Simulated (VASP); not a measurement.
# Ba (Im-3m) in VASP: further runs

Ba is run at these levels: LDA; tasks: single point.

Program: VASP 6.6.1. These are calculated values, not measurements. Logs are shortened: lines on timing, memory, paths and dates and some standing lists are left out, and cuts for length are marked.

## (1) The cell of the first run

It takes space group Im-3m (No. 229, cubic). The conventional cell has a = 4.184 Å, b = 4.184 Å, c = 4.184 Å, α = 90.00°, β = 90.00°, γ = 90.00°. Ba (site symmetry m-3m) has 14 Ba at 3.62 to 4.18 Å within 4.8 Å.

## (2) Single point, LDA (36.62 Å³/atom)

INCAR reads:

```
SYSTEM = Ba
  PREC = Accurate
  ENCUT = 520
  EDIFF = 1E-6
  ISMEAR = -1
  SIGMA = 0.05
  LREAL = .FALSE.
  LASPH = .TRUE.
  NELM = 80
  ALGO = Normal
  ISIF = 2
  LWAVE = .FALSE.
  LCHARG = .FALSE.
  GGA = CA
  NBANDS = 11
```

KPOINTS reads:

```
regular mesh
0
G
  11 11 11
  0 0 0
```

POSCAR reads:

```
Ba
1.0
   -2.0919579037      2.0919579037      2.0919579037
    2.0919579037     -2.0919579037      2.0919579037
    2.0919579037      2.0919579037     -2.0919579037
Ba
1
Direct
    0.0000000000      0.0000000000      0.0000000000
```

Potentials or basis: VASP PAW LDA potentials, release 64 (Ba_sv).

Launch:

```sh
$ cat potpaw_LDA.64/Ba_sv/POTCAR > POTCAR
$ mpirun -np 1 vasp_std > vasp.out
```

OUTCAR:

```text
SYSTEM = Ba
   PREC = Accurate
   ENCUT = 520
   EDIFF = 1E-6
   ISMEAR = -1
   LREAL = .FALSE.
   LASPH = .TRUE.
   NELM = 80
   ISIF = 2
   GGA = CA

 ion  position               nearest neighbor table
   1  0.000  0.000  0.000-

  LATTYP: Found a body centered cubic cell.
 ALAT       =     4.1839158074

  Lattice vectors:

 A1 = (  -2.0919579037,   2.0919579037,   2.0919579037)
 A2 = (   2.0919579037,  -2.0919579037,   2.0919579037)
 A3 = (   2.0919579037,   2.0919579037,  -2.0919579037)

Analysis of symmetry for initial positions (statically):
=====================================================================
 Subroutine PRICEL returns:
 Original cell was already a primitive cell.

 Routine SETGRP: Setting up the symmetry group for a
 body centered cubic supercell.

 Subroutine GETGRP returns: Found 48 space group operations
 (whereof 48 operations were pure point group operations)
 out of a pool of 48 trial point group operations.

The static configuration has the point symmetry O_h .

Analysis of symmetry for dynamics (positions and initial velocities):
=====================================================================
 Subroutine PRICEL returns:
 Original cell was already a primitive cell.

 Routine SETGRP: Setting up the symmetry group for a
 body centered cubic supercell.

 Subroutine GETGRP returns: Found 48 space group operations
 (whereof 48 operations were pure point group operations)
 out of a pool of 48 trial point group operations.

The dynamic configuration has the point symmetry O_h .

 Subroutine INISYM returns: Found 48 space group operations
 (whereof 48 operations are pure point group operations),
 and found     1 'primitive' translations

----------------------------------------------------------------------------------------

                                     Primitive cell

  volume of cell :      36.6200

  direct lattice vectors                    reciprocal lattice vectors
    -2.091957904  2.091957904  2.091957904     0.000000000  0.239010546  0.239010546
     2.091957904 -2.091957904  2.091957904     0.239010546  0.000000000  0.239010546
     2.091957904  2.091957904 -2.091957904     0.239010546  0.239010546  0.000000000

  length of vectors
     3.623377377  3.623377377  3.623377377     0.338011955  0.338011955  0.338011955

  position of ions in fractional coordinates (direct lattice)
     0.000000000  0.000000000  0.000000000

  ion indices of the primitive-cell ions
   primitive index   ion index
                 1           1

----------------------------------------------------------------------------------------

 KPOINTS: regular mesh

Automatic generation of k-mesh.
 Grid dimensions read from file:
 generate k-points for:   11   11   11

 Generating k-lattice:

  Cartesian coordinates                     Fractional coordinates (reciprocal lattice)
     0.000000000  0.021728231  0.021728231     0.090909091  0.000000000  0.000000000
     0.021728231  0.000000000  0.021728231     0.000000000  0.090909091  0.000000000
     0.021728231  0.021728231  0.000000000     0.000000000  0.000000000  0.090909091

  Length of vectors
     0.030728360  0.030728360  0.030728360

  Shift w.r.t. Gamma in fractional coordinates (k-lattice)
     0.000000000  0.000000000  0.000000000

 Subroutine IBZKPT returns following result:
 ===========================================

 Found     56 irreducible k-points:

 Following reciprocal coordinates:
            Coordinates               Weight
  0.000000  0.000000  0.000000      1.000000
  0.090909  0.000000  0.000000     12.000000
  0.181818  0.000000  0.000000     12.000000
  0.272727  0.000000  0.000000     12.000000
  0.363636  0.000000  0.000000     12.000000
  0.454545  0.000000  0.000000     12.000000
[... 16 lines left out ...]
  0.272727  0.181818  0.090909     48.000000
  0.363636  0.181818  0.090909     24.000000
 [... further k-points ...]
   k-points           NKPTS =     56   k-points in BZ     NKDIM =     56   number of bands    NBANDS=     11
   number of dos      NEDOS =    301   number of ions     NIONS =      1
   total plane-waves  NPLWV =  21952
   dimension x,y,z NGX =    28 NGY =   28 NGZ =   28
   dimension x,y,z NGXF=    56 NGYF=   56 NGZF=   56
   ions per type =               1
   NGX,Y,Z   is equivalent  to a cutoff of  12.85, 12.85, 12.85 a.u.
   NGXF,Y,Z  is equivalent  to a cutoff of  25.69, 25.69, 25.69 a.u.
 SYSTEM =  Ba
   PREC   = accura    normal or accurate (medium, high low for compatibility)
   ISTART =      0    job   : 0-new  1-cont  2-samecut
   ICHARG =      2    charge: 1-file 2-atom 10-const
   ISPIN  =      1    spin polarized calculation?
   LNONCOLLINEAR =      F non collinear calculations
   LSORBIT =      F    spin-orbit coupling
   LASPH  =      T    aspherical Exc in radial PAW
   ENCUT  =  520.0 eV  38.22 Ry    6.18 a.u.   6.74  6.74  6.74*2*pi/ulx,y,z
   NELM   =     80;   NELMIN=  2; NELMDL= -5     # of ELM steps
   EDIFF  = 0.1E-05   stopping-criterion for ELM
   LREAL  =      F    real-space projection
   EDIFFG = 0.1E-04   stopping-criterion for IOM
   NSW    =      0    number of steps for IOM
   IBRION =     -1    ionic relax: 0-MD 1-quasi-New 2-CG
   NFREE  =      0    steps in history (QN), initial steepest desc. (CG)
   ISIF   =      2    stress and relaxation
   ISYM   =      2    0-nonsym 1-usesym 2-fastsym
   POTIM  = 0.5000    time-step for ionic-motion
   TEBEG  =    0.0;   TEEND  =   0.0 temperature during run
   PSTRESS=    0.0 pullay stress
   NELECT =      10.0000    total number of electrons
   NUPDOWN=      -1.0000    fix difference up-down
   EMIN   =  10.00;   EMAX   =-10.00  energy-range for DOS
   EFERMI =   0.00;   METHOD = LEGACY
   ISMEAR =    -1;   SIGMA  =   0.05  broadening in eV -4-tet -1-fermi 0-gaus
   EFERMI_NEDOS =   21; number of points for ismear=-14 and -15
   IALGO  =     38    algorithm
   IMIX   =      4    mixing-type and parameters
     AMIX     =   0.40;   BMIX     =  1.00
     AMIX_MAG =   1.60;   BMIX_MAG =  1.00
  volume/ion in A,a.u.               =      36.62       247.12
  Fermi-wavevector in a.u.,A,eV,Ry     =   1.062108  2.007093 15.348362  1.128073
  Thomas-Fermi vector in A             =   2.197547
   LORBIT       =      0    0 simple, 1 ext, 2 COOP (PROOUT), +10 PAW based schemes
   GGA     = CA    functional components
   LHFCALC =     F    Hartree Fock is set to
   AEXX    =    0.0000 exact exchange contribution
   IVDW    =     0    specifies the selected vdW correction
   LEPSILON=     F    determine dielectric tensor
   LRPA    =     F    only Hartree local field effects (RPA)
 non-spin polarized calculation
  energy-cutoff  :      520.00
  volume of cell :       36.62
 maximum number of plane-waves:      1008
   NGX = 13   NGY = 13   NGZ = 13

 number of electron      10.0000000 magnetization

 number of electron       9.9999999 magnetization

 Free energy of the ion-electron system (eV)
  ---------------------------------------------------
  ext. energy  EPLUGINS =         0.00000000
  ---------------------------------------------------
  free energy    TOTEN  =        -1.94971708 eV

  energy without entropy =       -1.94030900  energy(sigma->0) =       -1.94501304

 E-fermi :   3.7787     XC(G=0):  -9.5965

 val. band max:        3.7133437692   @ k =  -0.4545   0.4545   0.2727
 cond. band min:       3.7946508680   @ k =  -0.2727   0.3636   0.1818
 fundamental gap:      0.0813070987
 Fermi energy:         3.7787178838

 k-point     1 :       0.0000    0.0000    0.0000
  band No.  band energies     occupation
      1     -24.6661      2.00000
      2      -8.7512      2.00000
      3      -8.7512      2.00000
      4      -8.7512      2.00000
      5       1.2070      2.00000
      6       6.0195      0.00000
      7       6.0195      0.00000
      8       6.0195      0.00000
      9       8.4133      0.00000
     10       8.4133      0.00000
     11      12.2816      0.00000

 k-point     2 :       0.0909    0.0000    0.0000
  band No.  band energies     occupation
      1     -24.6374      2.00000
      2      -8.9622      2.00000
      3      -8.8088      2.00000
      4      -8.7551      2.00000
      5       1.5245      2.00000
      6       5.7792      0.00000
      7       5.9148      0.00000
      8       6.3272      0.00000
      9       7.9844      0.00000
     10       8.3587      0.00000
     11      12.6508      0.00000

 k-point     3 :       0.1818    0.0000    0.0000
  band No.  band energies     occupation
      1     -24.5594      2.00000
      2      -9.4829      2.00000
      3      -8.9580      2.00000
      4      -8.7656      2.00000
      5       2.2500      2.00000
      6       5.2471      0.00000
      7       5.5504      0.00000
      8       7.2210      0.00000
      9       7.7987      0.00000
     10       8.3200      0.00000
     11      13.4832      0.00000

 k-point     4 :       0.2727    0.0000    0.0000
  band No.  band energies     occupation
      1     -24.4541      2.00000
      2     -10.0917      2.00000
      3      -9.1431      2.00000
      4      -8.7798      2.00000
      5       2.6980      2.00000
      6       4.6990      0.00000
      7       5.6124      0.00000
      8       8.2093      0.00000
      9       8.4742      0.00000
     10       8.6231      0.00000
     11      13.6489      0.00000

 k-point     5 :       0.3636    0.0000    0.0000
  band No.  band energies     occupation
      1     -24.3541      2.00000
      2     -10.5994      2.00000
      3      -9.3042      2.00000
      4      -8.7932      2.00000
      5       2.5382      2.00000
      6       4.2840      0.00008
      7       6.5392      0.00000
      8       8.7398      0.00000
      9       8.8928      0.00000
     10      10.4065      0.00000
     11      12.5084      0.00000
[... 211 lines left out ...]
 k-point    21 :      -0.0909    0.0909    0.0909
  band No.  band energies     occupation
      1     -24.6095      2.00000
      2      -9.0487      2.00000
      3      -8.8674      2.00000
      4      -8.8674      2.00000
      5       1.8291      2.00000
      6       5.9154      0.00000
      7       5.9154      0.00000
      8       6.2746      0.00000
      9       7.1134      0.00000
     10       8.8543      0.00000
     11      13.2975      0.00000

 k-point    22 :       0.1818    0.1818    0.0909
  band No.  band energies     occupation
      1     -24.3448      2.00000
      2     -10.4584      2.00000
      3      -9.3624      2.00000
      4      -9.0900      2.00000
      5       3.8148      0.65399
      6       4.4713      0.00000
      7       4.9199      0.00000
      8       8.6349      0.00000
      9       9.2812      0.00000
     10      11.5869      0.00000
     11      14.3288      0.00000

 k-point    23 :       0.2727    0.1818    0.0909
  band No.  band energies     occupation
      1     -24.2844      2.00000
      2     -10.5698      2.00000
      3      -9.6552      2.00000
      4      -9.1559      2.00000
      5       3.7056      1.62388
      6       4.4298      0.00000
      7       5.8618      0.00000
      8       8.9842      0.00000
      9       9.6311      0.00000
     10      12.4885      0.00000
     11      13.7468      0.00000

 k-point    24 :       0.3636    0.1818    0.0909
  band No.  band energies     occupation
      1     -24.2617      2.00000
      2     -10.5885      2.00000
      3      -9.7912      2.00000
      4      -9.1760      2.00000
      5       3.6252      1.91135
      6       4.4123      0.00001
      7       6.4376      0.00000
      8       9.1369      0.00000
      9       9.7581      0.00000
     10      12.6423      0.00000
     11      13.1763      0.00000

 [... further k-points ...]

------------------------ aborting loop because EDIFF is reached ----------------------------------------

  FORCE on cell =-STRESS in cart. coord.  units (eV):
  Direction    XX          YY          ZZ          XY          YZ          ZX
  --------------------------------------------------------------------------------------
  -------------------------------------------------------------------------------------
  Total        1.6176152      1.6176152      1.6176152      0.0000000     -0.0000000      0.0000000
  in kB       70.7728998     70.7728998     70.7728998      0.0000000     -0.0000000      0.0000000
  external PRESSURE =      70.7728998 kB  Pullay stress =       0.0000000 kB

 VOLUME and BASIS-vectors are now :
 -----------------------------------------------------------------------------
  energy-cutoff  :      520.00
  volume of cell :       36.62
      direct lattice vectors                 reciprocal lattice vectors
    -2.091957904  2.091957904  2.091957904     0.000000000  0.239010546  0.239010546
     2.091957904 -2.091957904  2.091957904     0.239010546  0.000000000  0.239010546
     2.091957904  2.091957904 -2.091957904     0.239010546  0.239010546  0.000000000

 POSITION                                       TOTAL-FORCE (eV/Angst)
 -----------------------------------------------------------------------------------
      0.00000      0.00000      0.00000        -0.000000      0.000000     -0.000000
 -----------------------------------------------------------------------------------
    total drift:                                0.000000      0.000000      0.000000

  FREE ENERGIE OF THE ION-ELECTRON SYSTEM (eV)
  ---------------------------------------------------
  free  energy   TOTEN  =        -1.9497170758 eV

  energy  without entropy=       -1.9403090043  energy(sigma->0) =       -1.94501304
```

Wall time 30 s (1 thread of AMD EPYC 7R43 (Zen 3), shared host); peak memory 0.12 GiB.

What came out:

```yaml
Free_energy: -1.9497 eV
Pressure: 7.1 GPa
Band_gap_on_the_k_mesh: zero (bands 5 and 6 overlap by 2.38 eV)
```

Levels at points of the mesh, in eV from the Fermi level:
```
           k point  band 1  band 2  band 3  band 4  band 5  band 6  band 7  band 8  band 9  band 10
(0.00, 0.00, 0.00)  -28.44  -12.53  -12.53  -12.53   -2.57    2.24    2.24    2.24    4.63     4.63
```

Caveat: the cell stands under pressure; spin-orbit coupling is left out, which moves the levels of the heavy elements.

## (3) Single point, LDA (40.93 Å³/atom)

This run uses another cell than the first one, of 40.93 Å³/atom.

INCAR reads:

```
SYSTEM = Ba
PREC     = Accurate       ! precision mode
ENCUT    = 520            ! plane-wave cutoff, eV
EDIFF    = 1E-7           ! SCF threshold, eV
ISMEAR   = -1             ! smearing method
SIGMA    = 0.05           ! smearing width, eV
LREAL    = .FALSE.        ! projectors in reciprocal space
LASPH    = .TRUE.         ! aspherical terms in the spheres
NELM     = 100            ! most SCF steps
ALGO     = Normal         ! electronic algorithm
ISIF     = 2              ! what is computed and relaxed
LWAVE    = .FALSE.        ! write WAVECAR
LCHARG   = .FALSE.        ! write CHGCAR
GGA      = CA             ! functional
NBANDS   = 11             ! bands
```

KPOINTS reads:

```
Automatic mesh
0
G
  11 11 11
  0 0 0
```

POSCAR reads:

```
Ba
1.0
   -2.1709733930      2.1709733930      2.1709733930
    2.1709733930     -2.1709733930      2.1709733930
    2.1709733930      2.1709733930     -2.1709733930
Ba
1
Direct
    0.0000000000      0.0000000000      0.0000000000
```

Potentials or basis: VASP PAW LDA potentials, release 64 (Ba_sv).

Launch:

```sh
$ cat potpaw_LDA.64/Ba_sv/POTCAR > POTCAR
$ mpirun -np 1 vasp_std > vasp.out
```

It took 34 s on 1 thread of AMD EPYC 7R43 (Zen 3), shared host; peak memory 0.12 GiB.

It converged, with:

```yaml
Free_energy: -2.1007 eV
Pressure: 4.3 GPa
Band_gap_on_the_k_mesh: zero (bands 5 and 6 overlap by 1.94 eV)
```

Levels at points of the mesh, in eV from the Fermi level:
```csv
k point,band 2,band 3,band 4,band 5,band 6,band 7,band 8,band 9
"(0.00, 0.00, 0.00)",-12.77,-12.77,-12.77,-2.70,2.19,2.19,2.19,4.36
```

Caveat: the cell stands under pressure; spin-orbit coupling is left out, which moves the levels of the heavy elements.

(Part 1 of 2 ends here.)
